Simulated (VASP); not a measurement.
Runs of VASP 6.6.1 on Ni. The structure is that of space group Im-3m (No. 229), or close to it. The cells are those of the table. This isn't the form of Ni at room conditions, which is fcc.

```csv
task,cell,gap on the mesh (eV),pressure (GPa),moment (μB)
single point,"a = 2.357 Å, angles 109.5°, 1 atom",none,(a),0.41
single point,"a = 2.327 Å, angles 109.5°, 1 atom",none,9.7,0.28
relaxation of cell and atoms,"relaxed from a = 2.397 Å, angles 109.5°, 1 atom",none,0.0,0.41
single point,"a = 2.302 Å, angles 109.5°, 1 atom",none,19.7,(b)
```

Alike in all rows: level LDA; potentials or basis VASP PAW LDA potentials, release 64 (Ni); spin collinear, ferromagnetic start; k mesh 14 × 14 × 14; cutoff (eV) 600; smearing methfessel-paxton 0.2 eV.

Question: Estimate the missing entries.

Answer: (a) -0.2; (b) 0.13.

Caveats: the cell stands under pressure (at least some runs).

A gap of «none» marks levels without a gap at the run's occupations.
